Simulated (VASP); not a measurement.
# PbO (I4mm) in VASP: single point with PBE

Aim: the single point of PbO with PBE.

All numbers are computed with VASP 6.6.1; they aren't measurements. Logs are shortened: lines on timing, memory, paths and dates and some standing lists are left out, and cuts for length are marked.

## Step 1: The cell of the first run

Symmetry: I4mm, No. 107, tetragonal system. The conventional cell has a = 3.536 Å, b = 3.536 Å, c = 5.000 Å, α = 90.00°, β = 90.00°, γ = 90.00°. Within 2.7 Å of Pb (site symmetry 4mm) lie 5 O at 2.05 to 2.54 Å. Within 2.7 Å of O (site symmetry 4mm) lie 5 Pb at 2.05 to 2.54 Å.

## Step 2: Single point, PBE

File INCAR:

```
ALGO = Normal ; EDIFF = 1E-6
ENCUT = 600 ; GGA = PE
GGA_COMPAT = F ; ISIF = 2
ISMEAR = -1 ; LASPH = T
LCHARG = T ; LELF = T
LREAL = F ; LVHAR = T
LWAVE = F ; NBANDS = 17
NELM = 120 ; PREC = Accurate
SIGMA = 0.05
```

File KPOINTS:

```
k-points
0
Gamma
  3 3 3
```

File POSCAR:

```
PbO
1.0
    0.0000000000      2.5000000000      2.5000000000
    2.5000000000      0.0000000000      2.5000000000
    2.5000000000      2.5000000000      0.0000000000
Pb O
1 1
Direct
    0.0000000000      0.0000000000      0.0000000000
    0.4100000000      0.4100000000     -0.4100000000
```

Potentials or basis: VASP PAW PBE potentials, release 64 (Pb_d, O).

Run with:

```console
$ cat potpaw_PBE.64/Pb_d/POTCAR potpaw_PBE.64/O/POTCAR > POTCAR
$ mpirun -np 1 vasp_std > vasp.out
```

OUTCAR:

```text
EDIFF = 1E-6
   ENCUT = 600
   GGA = PE
   ISIF = 2
   ISMEAR = -1
   LASPH = T
   LREAL = F
   NELM = 120
   PREC = Accurate

 ion  position               nearest neighbor table
   1  0.000  0.000  0.000-   2 2.05   2 2.54   2 2.54   2 2.54   2 2.54   2 2.95
   2  0.410  0.410  0.590-   1 2.05   1 2.54   1 2.54   1 2.54   1 2.54   1 2.95

  LATTYP: Found a face centered cubic cell.
 ALAT       =     5.0000000000

  Lattice vectors:

 A1 = (   0.0000000000,   2.5000000000,   2.5000000000)
 A2 = (   2.5000000000,   0.0000000000,   2.5000000000)
 A3 = (   2.5000000000,   2.5000000000,   0.0000000000)

Analysis of symmetry for initial positions (statically):
=====================================================================
 Subroutine PRICEL returns:
 Original cell was already a primitive cell.

 Routine SETGRP: Setting up the symmetry group for a
 face centered cubic supercell.

 Subroutine GETGRP returns: Found  8 space group operations
 (whereof  8 operations were pure point group operations)
 out of a pool of 48 trial point group operations.

The static configuration has the point symmetry C_4v.

Analysis of symmetry for dynamics (positions and initial velocities):
=====================================================================
 Subroutine PRICEL returns:
 Original cell was already a primitive cell.

 Routine SETGRP: Setting up the symmetry group for a
 face centered cubic supercell.

 Subroutine GETGRP returns: Found  8 space group operations
 (whereof  8 operations were pure point group operations)
 out of a pool of 48 trial point group operations.

The dynamic configuration has the point symmetry C_4v.

 Subroutine INISYM returns: Found  8 space group operations
 (whereof  8 operations are pure point group operations),
 and found     1 'primitive' translations

----------------------------------------------------------------------------------------

                                     Primitive cell

  volume of cell :      31.2500

  direct lattice vectors                    reciprocal lattice vectors
     0.000000000  2.500000000  2.500000000    -0.200000000  0.200000000  0.200000000
     2.500000000  0.000000000  2.500000000     0.200000000 -0.200000000  0.200000000
[... 59 lines left out ...]
   ICHARG =      2    charge: 1-file 2-atom 10-const
   ISPIN  =      1    spin polarized calculation?
   LNONCOLLINEAR =      F non collinear calculations
   LSORBIT =      F    spin-orbit coupling
   LASPH  =      T    aspherical Exc in radial PAW
   ENCUT  =  600.0 eV  44.10 Ry    6.64 a.u.   7.06  7.06  7.06*2*pi/ulx,y,z
   NELM   =    120;   NELMIN=  2; NELMDL= -5     # of ELM steps
   EDIFF  = 0.1E-05   stopping-criterion for ELM
   LREAL  =      F    real-space projection
   EDIFFG = 0.1E-04   stopping-criterion for IOM
   NSW    =      0    number of steps for IOM
   IBRION =     -1    ionic relax: 0-MD 1-quasi-New 2-CG
   NFREE  =      0    steps in history (QN), initial steepest desc. (CG)
   ISIF   =      2    stress and relaxation
   ISYM   =      2    0-nonsym 1-usesym 2-fastsym
   POTIM  = 0.5000    time-step for ionic-motion
   TEBEG  =    0.0;   TEEND  =   0.0 temperature during run
   PSTRESS=    0.0 pullay stress
   NELECT =      20.0000    total number of electrons
   NUPDOWN=      -1.0000    fix difference up-down
   EMIN   =  10.00;   EMAX   =-10.00  energy-range for DOS
   EFERMI =   0.00;   METHOD = LEGACY
   ISMEAR =    -1;   SIGMA  =   0.05  broadening in eV -4-tet -1-fermi 0-gaus
   EFERMI_NEDOS =   21; number of points for ismear=-14 and -15
   IALGO  =     38    algorithm
   IMIX   =      4    mixing-type and parameters
     AMIX     =   0.40;   BMIX     =  1.00
     AMIX_MAG =   1.60;   BMIX_MAG =  1.00
  volume/ion in A,a.u.               =      15.62       105.44
  Fermi-wavevector in a.u.,A,eV,Ry     =   1.410809  2.666042 27.080783  1.990381
  Thomas-Fermi vector in A             =   2.532725
   LORBIT       =      0    0 simple, 1 ext, 2 COOP (PROOUT), +10 PAW based schemes
   GGA     = PE    functional components
   LHFCALC =     F    Hartree Fock is set to
   AEXX    =    0.0000 exact exchange contribution
   IVDW    =     0    specifies the selected vdW correction
   LEPSILON=     F    determine dielectric tensor
   LRPA    =     F    only Hartree local field effects (RPA)
 non-spin polarized calculation
  energy-cutoff  :      600.00
  volume of cell :       31.25
 maximum number of plane-waves:      1044
   NGX = 15   NGY = 15   NGZ = 15

 number of electron      20.0000001 magnetization

 Free energy of the ion-electron system (eV)
  ---------------------------------------------------
  ext. energy  EPLUGINS =         0.00000000
  ---------------------------------------------------
  free energy    TOTEN  =       -10.01036565 eV

  energy without entropy =      -10.01036565  energy(sigma->0) =      -10.01036565

 E-fermi :   8.4891     XC(G=0): -11.3149

 val. band max:        7.2620859970   @ k =  -0.3333   0.3333   0.0000
 cond. band min:      10.8053955752   @ k =   0.3333   0.0000   0.0000
 fundamental gap:      3.5433095782
 Fermi energy:         8.4891476562

 k-point     1 :       0.0000    0.0000    0.0000
  band No.  band energies     occupation
      1     -11.2029      2.00000
      2      -8.2160      2.00000
      3      -8.1698      2.00000
      4      -8.1698      2.00000
      5      -8.0523      2.00000
      6      -8.0081      2.00000
[... 97 lines left out ...]
      4      -8.0616      2.00000
      5      -7.9408      2.00000
      6      -7.0591      2.00000
[... 9 lines left out ...]
     16      24.6984      0.00000
     17      25.1717      0.00000

------------------------ aborting loop because EDIFF is reached ----------------------------------------

  FORCE on cell =-STRESS in cart. coord.  units (eV):
  Direction    XX          YY          ZZ          XY          YZ          ZX
  --------------------------------------------------------------------------------------
  -------------------------------------------------------------------------------------
  Total        3.3164488      3.3164488      8.4455547      0.0000000      0.0000000     -0.0000000
  in kB      170.0332524    170.0332524    433.0008423      0.0000000      0.0000000     -0.0000000
  external PRESSURE =     257.6891157 kB  Pullay stress =       0.0000000 kB

 VOLUME and BASIS-vectors are now :
 -----------------------------------------------------------------------------
  energy-cutoff  :      600.00
  volume of cell :       31.25
      direct lattice vectors                 reciprocal lattice vectors
     0.000000000  2.500000000  2.500000000    -0.200000000  0.200000000  0.200000000
     2.500000000  0.000000000  2.500000000     0.200000000 -0.200000000  0.200000000
     2.500000000  2.500000000  0.000000000     0.200000000  0.200000000 -0.200000000

 POSITION                                       TOTAL-FORCE (eV/Angst)
 -----------------------------------------------------------------------------------
      0.00000      0.00000      0.00000         0.000000      0.000000     -2.712571
      2.50000      2.50000      2.05000         0.000000      0.000000      2.712571
 -----------------------------------------------------------------------------------
    total drift:                               -0.000000     -0.000000     -0.000763

  FREE ENERGIE OF THE ION-ELECTRON SYSTEM (eV)
  ---------------------------------------------------
  free  energy   TOTEN  =       -10.0103656467 eV

  energy  without entropy=      -10.0103656466  energy(sigma->0) =      -10.01036565
```

It took 5.6 s on 1 thread of Intel Xeon Platinum 8488C (Sapphire Rapids), shared host; peak memory 0.15 GiB.

What came out:

| Item | Value |
| --- | --- |
| Free energy | -10.0104 eV |
| Pressure | 25.8 GPa |
| Largest force | 2.713 eV/Å |
| Band gap on the k mesh | 3.54 eV, indirect (least direct gap 3.62 eV) |

Forces in eV/Å, atoms in the order of the input:
```
Pb   0.000  0.000 -2.713
O    0.000  0.000  2.713
```

Stress tensor (GPa, compression positive):
```
17.00  0.00  0.00
 0.00 17.00  0.00
 0.00  0.00 43.30
```

Caveat: the k points lie up to 0.73 Å⁻¹ apart; spin-orbit coupling is left out, which moves the levels of the heavy elements; forces of over 1 eV/Å act on the atoms, so gaps and moduli don't describe the material at rest.
